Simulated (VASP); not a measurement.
# PtS2 in VASP: further runs

Runs on PtS2. Level: PBE+D3(BJ). Tasks: single point.

Program: VASP 6.6.1. These are calculated values, not measurements. Logs are shortened: lines on timing, memory, paths and dates and some standing lists are left out, and cuts for length are marked.

## 1. The cell of the first run

The cell holds a slab with vacuum, 6 atoms: a = 3.542 Å, b = 3.542 Å, c = 22.467 Å, α = 90.00°, β = 90.00°, γ = 120.00°.

## 2. Single point, PBE+D3(BJ)

INCAR reads:

```
  ALGO = Normal
  DIPOL = 0.5 0.5 0.393
  EDIFF = 1E-6
  ENCUT = 520
  GGA = PE
  IDIPOL = 3
  ISIF = 2
  ISMEAR = 0
  IVDW = 12
  LASPH = True
  LCHARG = False
  LDIPOL = True
  LREAL = False
  LWAVE = False
  NBANDS = 31
  NELM = 100
  PREC = Accurate
  SIGMA = 0.05
```

KPOINTS reads:

```
k-points
0
Gamma
  9 9 1
```

POSCAR reads:

```
PtS2
1.0
    3.5415277692      0.0000000000      0.0000000000
   -1.7707638846      3.0670530163      0.0000000000
    0.0000000000      0.0000000000     22.4670602589
S Pt
4 2
Direct
    0.6666666667      0.3333333333      0.2002932270
    0.3333333333      0.6666666667      0.3108341745
    0.3333333333      0.6666666667      0.4750746206
    0.0000000000      1.0000000000      0.5856155682
    0.0000000000      0.0000000000      0.2555637007
   -0.3333333333      0.3333333333      0.5303450944
```

Potentials or basis: VASP PAW PBE potentials, release 64 (S, Pt).

On the command line:

```bash
cat potpaw_PBE.64/S/POTCAR potpaw_PBE.64/Pt/POTCAR > POTCAR
mpirun -np 1 vasp_std > vasp.out
```

OUTCAR:

```text
EDIFF = 1E-6
   ENCUT = 520
   GGA = PE
   ISIF = 2
   ISMEAR = 0
   IVDW = 12
   LASPH = True
   LREAL = False
   NELM = 100
   PREC = Accurate
 IVDW          = 12

 ion  position               nearest neighbor table
   1  0.667  0.333  0.200-   5 2.39   5 2.39   5 2.39
   2  0.333  0.667  0.311-   5 2.39   5 2.39   5 2.39
   3  0.333  0.667  0.475-   6 2.39   6 2.39   6 2.39
   4  0.000  0.000  0.586-   6 2.39   6 2.39   6 2.39
   5  0.000  0.000  0.256-   1 2.39   1 2.39   1 2.39   2 2.39   2 2.39   2 2.39
   6  0.667  0.333  0.530-   3 2.39   4 2.39   3 2.39   4 2.39   4 2.39   3 2.39

  LATTYP: Found a hexagonal cell.
 ALAT       =     3.5415277692
 C/A-ratio  =     6.3438893390

  Lattice vectors:

 A1 = (   3.5415277692,   0.0000000000,   0.0000000000)
 A2 = (  -1.7707638846,   3.0670530163,   0.0000000000)
 A3 = (   0.0000000000,   0.0000000000,  22.4670602589)

Analysis of symmetry for initial positions (statically):
=====================================================================
 Subroutine PRICEL returns:
 Original cell was already a primitive cell.

 Routine SETGRP: Setting up the symmetry group for a
 hexagonal supercell.

 Subroutine GETGRP returns: Found 12 space group operations
 (whereof  6 operations were pure point group operations)
 out of a pool of 24 trial point group operations.

The static configuration has the point symmetry C_3v.
 The point group associated with its full space group is D_3d.

Analysis of symmetry for dynamics (positions and initial velocities):
=====================================================================
 Subroutine PRICEL returns:
 Original cell was already a primitive cell.

 Routine SETGRP: Setting up the symmetry group for a
 hexagonal supercell.

 Subroutine GETGRP returns: Found 12 space group operations
 (whereof  6 operations were pure point group operations)
 out of a pool of 24 trial point group operations.

The dynamic configuration has the point symmetry C_3v.
 The point group associated with its full space group is D_3d.

 Subroutine INISYM returns: Found 12 space group operations
 (whereof  6 operations are pure point group operations),
 and found     1 'primitive' translations

----------------------------------------------------------------------------------------

                                     Primitive cell

  volume of cell :     244.0384

  direct lattice vectors                    reciprocal lattice vectors
     3.541527769  0.000000000  0.000000000     0.282364015  0.163022940  0.000000000
    -1.770763885  3.067053016  0.000000000     0.000000000  0.326045880  0.000000000
     0.000000000  0.000000000 22.467060259     0.000000000  0.000000000  0.044509606

  length of vectors
     3.541527769  3.541527769 22.467060259     0.326045880  0.326045880  0.044509606

  position of ions in fractional coordinates (direct lattice)
     0.666666667  0.333333333  0.200293227
     0.333333333  0.666666667  0.310834175
     0.333333333  0.666666667  0.475074621
     0.000000000  0.000000000  0.585615568
     0.000000000  0.000000000  0.255563701
     0.666666667  0.333333333  0.530345094

  ion indices of the primitive-cell ions
   primitive index   ion index
                 1           1
                 2           2
                 3           3
                 4           4
                 5           5
                 6           6

----------------------------------------------------------------------------------------

 KPOINTS: k-points

Automatic generation of k-mesh.
 Grid dimensions read from file:
 generate k-points for:    9    9    1

 Generating k-lattice:

  Cartesian coordinates                     Fractional coordinates (reciprocal lattice)
     0.031373779  0.018113660  0.000000000     0.111111111  0.000000000  0.000000000
     0.000000000  0.036227320  0.000000000     0.000000000  0.111111111  0.000000000
     0.000000000  0.000000000  0.044509606     0.000000000  0.000000000  1.000000000

  Length of vectors
     0.036227320  0.036227320  0.044509606

  Shift w.r.t. Gamma in fractional coordinates (k-lattice)
     0.000000000  0.000000000  0.000000000

 Subroutine IBZKPT returns following result:
 ===========================================

 Found     12 irreducible k-points:

 Following reciprocal coordinates:
            Coordinates               Weight
  0.000000  0.000000  0.000000      1.000000
  0.111111 -0.000000  0.000000      6.000000
  0.222222 -0.000000  0.000000      6.000000
  0.333333 -0.000000  0.000000      6.000000
  0.444444 -0.000000  0.000000      6.000000
  0.111111  0.111111  0.000000      6.000000
  0.222222  0.111111  0.000000     12.000000
  0.333333  0.111111  0.000000     12.000000
  0.444444  0.111111  0.000000      6.000000
  0.222222  0.222222  0.000000      6.000000
  0.333333  0.222222  0.000000     12.000000
  0.333333  0.333333  0.000000      2.000000
   k-points           NKPTS =     12   k-points in BZ     NKDIM =     12   number of bands    NBANDS=     31
   number of dos      NEDOS =    301   number of ions     NIONS =      6
   total plane-waves  NPLWV = 131712
   dimension x,y,z NGX =    28 NGY =   28 NGZ =  168
   dimension x,y,z NGXF=    56 NGYF=   56 NGZF=  336
   ions per type =               4   2
   NGX,Y,Z   is equivalent  to a cutoff of  13.14, 13.14, 12.43 a.u.
   NGXF,Y,Z  is equivalent  to a cutoff of  26.29, 26.29, 24.86 a.u.
 SYSTEM =  unknown system
   PREC   = accura    normal or accurate (medium, high low for compatibility)
   ISTART =      0    job   : 0-new  1-cont  2-samecut
   ICHARG =      2    charge: 1-file 2-atom 10-const
   ISPIN  =      1    spin polarized calculation?
   LNONCOLLINEAR =      F non collinear calculations
   LSORBIT =      F    spin-orbit coupling
   LASPH  =      T    aspherical Exc in radial PAW
   ENCUT  =  520.0 eV  38.22 Ry    6.18 a.u.   6.58  6.58 41.77*2*pi/ulx,y,z
   NELM   =    100;   NELMIN=  2; NELMDL= -5     # of ELM steps
   EDIFF  = 0.1E-05   stopping-criterion for ELM
   LREAL  =      F    real-space projection
   EDIFFG = 0.1E-04   stopping-criterion for IOM
   NSW    =      0    number of steps for IOM
   IBRION =     -1    ionic relax: 0-MD 1-quasi-New 2-CG
   NFREE  =      0    steps in history (QN), initial steepest desc. (CG)
   ISIF   =      2    stress and relaxation
[... 40 lines left out ...]
  ext. energy  EPLUGINS =         0.00000000
  ---------------------------------------------------
  free energy    TOTEN  =       -30.88906362 eV

  energy without entropy =      -30.88906362  energy(sigma->0) =      -30.88906362

 E-fermi :  -0.3598     XC(G=0):  -5.4891

 val. band max:       -0.6281997446   @ k =   0.1111   0.1111   0.0000
 cond. band min:       0.8630146537   @ k =   0.2222  -0.0000   0.0000
 fundamental gap:      1.4912143984
 Fermi energy:        -0.3598173721

 k-point     1 :       0.0000    0.0000    0.0000
  band No.  band energies     occupation
      1     -14.8973      2.00000
      2     -14.8690      2.00000
      3     -12.7187      2.00000
      4     -12.6488      2.00000
      5      -6.3842      2.00000
      6      -6.3842      2.00000
[... 23 lines left out ...]
     30       5.4308      0.00000
     31       5.4909      0.00000

 k-point     2 :       0.1111   -0.0000    0.0000
  band No.  band energies     occupation
      1     -14.7432      2.00000
      2     -14.7145      2.00000
      3     -12.7482      2.00000
      4     -12.6830      2.00000
      5      -6.3883      2.00000
      6      -6.3626      2.00000
[... 23 lines left out ...]
     30       5.9103      0.00000
     31       6.0694      0.00000

 k-point     3 :       0.2222   -0.0000    0.0000
  band No.  band energies     occupation
      1     -14.3166      2.00000
      2     -14.2865      2.00000
      3     -12.8239      2.00000
      4     -12.7699      2.00000
      5      -6.3366      2.00000
      6      -6.2728      2.00000
[... 23 lines left out ...]
     30       5.9560      0.00000
     31       6.6706      0.00000

 k-point     4 :       0.3333   -0.0000    0.0000
  band No.  band energies     occupation
      1     -13.7478      2.00000
      2     -13.7159      2.00000
      3     -12.9032      2.00000
      4     -12.8601      2.00000
      5      -6.4864      2.00000
      6      -6.4580      2.00000
[... 23 lines left out ...]
     30       6.6382      0.00000
     31       6.9015      0.00000

 k-point     5 :       0.4444   -0.0000    0.0000
  band No.  band energies     occupation
      1     -13.3341      2.00000
      2     -13.3012      2.00000
      3     -12.9110      2.00000
      4     -12.8735      2.00000
      5      -7.1170      2.00000
      6      -7.1098      2.00000
[... 23 lines left out ...]
     30       6.2089      0.00000
     31       7.3844      0.00000

 k-point     6 :       0.1111    0.1111    0.0000
  band No.  band energies     occupation
      1     -14.4519      2.00000
      2     -14.4223      2.00000
      3     -12.8011      2.00000
      4     -12.7439      2.00000
      5      -6.3426      2.00000
      6      -6.2903      2.00000
[... 23 lines left out ...]
     30       6.5946      0.00000
     31       6.7015      0.00000

 k-point     7 :       0.2222    0.1111    0.0000
  band No.  band energies     occupation
      1     -13.9451      2.00000
      2     -13.9138      2.00000
      3     -12.8817      2.00000
      4     -12.8354      2.00000
      5      -6.2380      2.00000
      6      -6.1753      2.00000
[... 23 lines left out ...]
     30       6.3832      0.00000
     31       7.1465      0.00000

 k-point     8 :       0.3333    0.1111    0.0000
  band No.  band energies     occupation
      1     -13.4232      2.00000
      2     -13.3901      2.00000
      3     -12.9341      2.00000
      4     -12.8958      2.00000
      5      -6.7170      2.00000
      6      -6.7105      2.00000
[... 23 lines left out ...]
     30       6.8643      0.00000
     31       7.3323      0.00000

 k-point     9 :       0.4444    0.1111    0.0000
  band No.  band energies     occupation
      1     -13.2216      2.00000
      2     -13.1881      2.00000
      3     -12.9112      2.00000
      4     -12.8753      2.00000
      5      -7.0880      2.00000
      6      -7.0774      2.00000
[... 23 lines left out ...]
     30       6.5883      0.00000
     31       7.7214      0.00000

 k-point    10 :       0.2222    0.2222    0.0000
  band No.  band energies     occupation
      1     -13.4585      2.00000
      2     -13.4253      2.00000
      3     -12.9454      2.00000
      4     -12.9069      2.00000
      5      -6.3342      2.00000
      6      -6.3133      2.00000
[... 23 lines left out ...]
     30       6.9576      0.00000
     31       7.4156      0.00000

 k-point    11 :       0.3333    0.2222    0.0000
  band No.  band energies     occupation
      1     -13.1133      2.00000
      2     -13.0776      2.00000
      3     -12.9581      2.00000
      4     -12.9251      2.00000
      5      -6.6442      2.00000
      6      -6.6259      2.00000
[... 23 lines left out ...]
     30       7.6178      0.00000
     31       7.7738      0.00000

 k-point    12 :       0.3333    0.3333    0.0000
  band No.  band energies     occupation
      1     -12.9975      2.00000
      2     -12.9530      2.00000
      3     -12.9530      2.00000
      4     -12.9297      2.00000
      5      -6.2112      2.00000
      6      -6.2112      2.00000
[... 23 lines left out ...]
     30       7.8926      0.00000
     31       7.9641      0.00000

------------------------ aborting loop because EDIFF is reached ----------------------------------------

 vacuum level on the upper side and lower side of the slab       (xc-potential included)        -0.261        -0.262

 Edisp (eV)   -1.85175

 E8    (eV) :    -0.7680

  FORCE on cell =-STRESS in cart. coord.  units (eV):
  Direction    XX          YY          ZZ          XY          YZ          ZX
  --------------------------------------------------------------------------------------
  -------------------------------------------------------------------------------------
  Total      -0.47808    -0.47808    -0.57831     0.00000     0.00000     0.00000
  in kB      -3.13873    -3.13873    -3.79674     0.00000     0.00000     0.00000
  external pressure =       -3.36 kB  Pullay stress =        0.00 kB

 VOLUME and BASIS-vectors are now :
 -----------------------------------------------------------------------------
  energy-cutoff  :      520.00
  volume of cell :      244.04
      direct lattice vectors                 reciprocal lattice vectors
     3.541527769  0.000000000  0.000000000     0.282364015  0.163022940  0.000000000
    -1.770763885  3.067053016  0.000000000     0.000000000  0.326045880  0.000000000
     0.000000000  0.000000000 22.467060259     0.000000000  0.000000000  0.044509606

 POSITION                                       TOTAL-FORCE (eV/Angst)
 -----------------------------------------------------------------------------------
      1.77076      1.02235      4.50000        -0.000000      0.000000      0.043848
     -0.00000      2.04470      6.98353        -0.000000      0.000000     -0.025851
     -0.00000      2.04470     10.67353         0.000000      0.000000      0.025851
      0.00000      0.00000     13.15706         0.000000     -0.000000     -0.043848
      0.00000      0.00000      5.74177        -0.000000      0.000000      0.035985
      1.77076      1.02235     11.91530         0.000000     -0.000000     -0.035985
 -----------------------------------------------------------------------------------
    total drift:                               -0.000000      0.000000      0.000025

  FREE ENERGIE OF THE ION-ELECTRON SYSTEM (eV)
  ---------------------------------------------------
  free  energy   TOTEN  =       -32.7408124396 eV

  energy  without entropy=      -32.7408124396  energy(sigma->0) =      -32.74081244

 vacuum level on the upper side and lower side of the slab         5.240         5.240
```

It took 1.9 min on 1 thread of Intel Xeon 6975P-C (Granite Rapids), shared host; peak memory 0.38 GiB.

What came out:

```
Free energy                : -32.7408 eV
Largest force              : 0.044 eV/Å
Band gap on the k mesh     : 1.49 eV, indirect (least direct gap 1.59 eV)
Dispersion energy per atom : -0.309 eV
```

Forces on the atoms (eV/Å):
```
S    0.000  0.000  0.044
S    0.000  0.000 -0.026
S    0.000  0.000  0.026
S    0.000  0.000 -0.044
Pt   0.000  0.000  0.036
Pt   0.000  0.000 -0.036
```

Levels at points of the mesh, in eV from the valence-band top:
```csv
k point,band 18,band 19,band 20,band 21,band 22,band 23,band 24,band 25,band 26,band 27
"(0.00, 0.00, 0.00)",-0.52,-0.47,-0.47,-0.44,-0.44,2.99,2.99,3.05,3.05,5.23
```

Caveat: spin-orbit coupling is left out, which moves the levels of the heavy elements.

## 3. Single point, PBE+D3(BJ)

INCAR reads:

```
SYSTEM = PtS2
ALGO = Normal
DIPOL = 0.5 0.5 0.393
EDIFF = 1E-7
ENCUT = 520
GGA = PE
IDIPOL = 3
ISIF = 2
ISMEAR = 0
IVDW = 12
LASPH = .TRUE.
LCHARG = .TRUE.
LDIPOL = .TRUE.
LELF = .TRUE.
LREAL = .FALSE.
LVACPOTAV = .TRUE.
LVHAR = .TRUE.
LWAVE = .FALSE.
NBANDS = 31
NELM = 100
PREC = Accurate
SIGMA = 0.05
```

KPOINTS reads:

```
k-points
0
G
  9 9 1
  0 0 0
```

POSCAR reads:

```
PtS2
1.0
    3.5415277692      0.0000000000      0.0000000000
   -1.7707638846      3.0670530163      0.0000000000
    0.0000000000      0.0000000000     22.4670602589
S Pt
4 2
Direct
    0.6666666667      0.3333333333      0.2002932270
    0.3333333333      0.6666666667      0.3108341745
    0.6666666667      1.3333333333      0.4750746206
    0.3333333333      1.6666666667      0.5856155682
    0.0000000000      0.0000000000      0.2555637007
    0.0000000000      1.0000000000      0.5303450944
```

Potentials or basis: VASP PAW PBE potentials, release 64 (S, Pt).

On the command line:

```bash
cat potpaw_PBE.64/S/POTCAR potpaw_PBE.64/Pt/POTCAR > POTCAR
mpirun -np 1 vasp_std > vasp.out
```

Run time: 2.5 min. Hardware: 1 thread of Intel Xeon 6975P-C (Granite Rapids), shared host; peak memory 0.36 GiB.

It converged, with:

| Item | Value |
| --- | --- |
| Free energy | -32.7634 eV |
| Largest force | 0.066 eV/Å |
| Band gap on the k mesh | 1.58 eV, indirect (least direct gap 1.68 eV) |
| Dispersion energy per atom | -0.309 eV |

Forces in eV/Å, atoms in the order of the input:
```
S    0.000  0.000  0.041
S    0.000  0.000  0.023
S    0.000  0.000 -0.023
S    0.000  0.000 -0.041
Pt   0.000  0.000  0.066
Pt   0.000  0.000 -0.066
```

Levels at points of the mesh, in eV from the valence-band top:
| k point | band 18 | band 19 | band 20 | band 21 | band 22 | band 23 | band 24 | band 25 | band 26 | band 27 |
| --- | --- | --- | --- | --- | --- | --- | --- | --- | --- | --- |
| (0.00, 0.00, 0.00) | -0.52 | -0.40 | -0.40 | -0.38 | -0.38 | 3.07 | 3.07 | 3.11 | 3.11 | 5.31 |

Caveat: spin-orbit coupling is left out, which moves the levels of the heavy elements.

## 4. Single point, PBE+D3(BJ)

INCAR reads:

```
SYSTEM = PtS2
PREC = Accurate
ENCUT = 520
EDIFF = 1E-6
ISMEAR = 0
SIGMA = 0.05
LREAL = .FALSE.
LASPH = .TRUE.
NELM = 100
ALGO = Normal
ISIF = 2
LWAVE = .FALSE.
LCHARG = .FALSE.
LDIPOL = .TRUE.
IDIPOL = 3
DIPOL = 0.5 0.5 0.393
GGA = PE
IVDW = 12
NBANDS = 31
```

KPOINTS reads:

```
Automatic mesh
0
G
  9 9 1
  0 0 0
```

POSCAR reads:

```
PtS2
1.0
    3.5415277692      0.0000000000      0.0000000000
   -1.7707638846      3.0670530163      0.0000000000
    0.0000000000      0.0000000000     22.4670602589
S Pt
4 2
Direct
    0.6666666667      0.3333333333      0.2002932270
    0.3333333333      0.6666666667      0.3108341745
    1.0000000000      1.0000000000      0.4750746206
    0.6666666667      1.3333333333      0.5856155682
    0.0000000000      0.0000000000      0.2555637007
    0.3333333333      0.6666666667      0.5303450944
```

On the command line:

```bash
cat potpaw_PBE.64/S/POTCAR potpaw_PBE.64/Pt/POTCAR > POTCAR
mpirun -np 1 vasp_std > vasp.out
```

Wall time 2.3 min (1 thread of Intel Xeon 6975P-C (Granite Rapids), shared host); peak memory 0.36 GiB.

Results (log left out):

- Free energy: -32.7629 eV
- Largest force: 0.057 eV/Å
- Band gap on the k mesh: 1.58 eV, indirect (least direct gap 1.68 eV)
- Dispersion energy per atom: -0.309 eV

Forces in eV/Å, atoms in the order of the input:
```
S    0.000  0.000  0.043
S    0.000  0.000  0.026
S    0.000  0.000 -0.026
S    0.000  0.000 -0.043
Pt   0.000  0.000  0.057
Pt   0.000  0.000 -0.057
```

Levels at points of the mesh, in eV from the valence-band top:
| k point | band 19 | band 20 | band 21 | band 22 | band 23 | band 24 | band 25 | band 26 |
| --- | --- | --- | --- | --- | --- | --- | --- | --- |
| (0.00, 0.00, 0.00) | -0.39 | -0.39 | -0.37 | -0.37 | 3.08 | 3.08 | 3.10 | 3.10 |

Caveat: spin-orbit coupling is left out, which moves the levels of the heavy elements.

## 5. Single point, PBE+D3(BJ)

INCAR reads:

```
ALGO = Normal
DIPOL = 0.5 0.5 0.393
EDIFF = 1E-6
ENCUT = 520
GGA = PE
IDIPOL = 3
ISIF = 2
ISMEAR = 0
IVDW = 12
LASPH = True
LCHARG = False
LDIPOL = True
LREAL = False
LWAVE = False
NBANDS = 31
NELM = 80
PREC = Accurate
SIGMA = 0.05
```

KPOINTS reads:

```
k-points
0
Gamma
  9 9 1
```

POSCAR reads:

```
PtS2
1.0
    3.5415277692      0.0000000000      0.0000000000
   -1.7707638846      3.0670530163      0.0000000000
    0.0000000000      0.0000000000     22.4670602589
S Pt
4 2
Direct
    0.6666666667      0.3333333333      0.2002932270
    0.3333333333      0.6666666667      0.3108341745
    0.6666666667      1.3333333333      0.4750746206
    0.3333333333      1.6666666667      0.5856155682
    0.0000000000      0.0000000000      0.2555637007
    0.0000000000      1.0000000000      0.5303450944
```

On the command line:

```bash
cat potpaw_PBE.64/S/POTCAR potpaw_PBE.64/Pt/POTCAR > POTCAR
mpirun -np 1 vasp_std > vasp.out
```

Run time: 1.9 min. Hardware: 1 thread of Intel Xeon 6975P-C (Granite Rapids), shared host; peak memory 0.37 GiB.

The run converged. Its results:

| Quantity | Value |
| --- | --- |
| Free energy | -32.7634 eV |
| Largest force | 0.066 eV/Å |
| Band gap on the k mesh | 1.58 eV, indirect (least direct gap 1.68 eV) |
| Dispersion energy per atom | -0.309 eV |

Forces on the atoms (eV/Å):
```
S    0.000  0.000  0.041
S    0.000  0.000  0.023
S    0.000  0.000 -0.023
S    0.000  0.000 -0.041
Pt   0.000  0.000  0.066
Pt   0.000  0.000 -0.066
```

Levels at points of the mesh, in eV from the valence-band top:
```csv
k point,band 20,band 21,band 22,band 23,band 24,band 25
"(0.00, 0.00, 0.00)",-0.40,-0.38,-0.38,3.07,3.07,3.11
```

Caveat: spin-orbit coupling is left out, which moves the levels of the heavy elements.
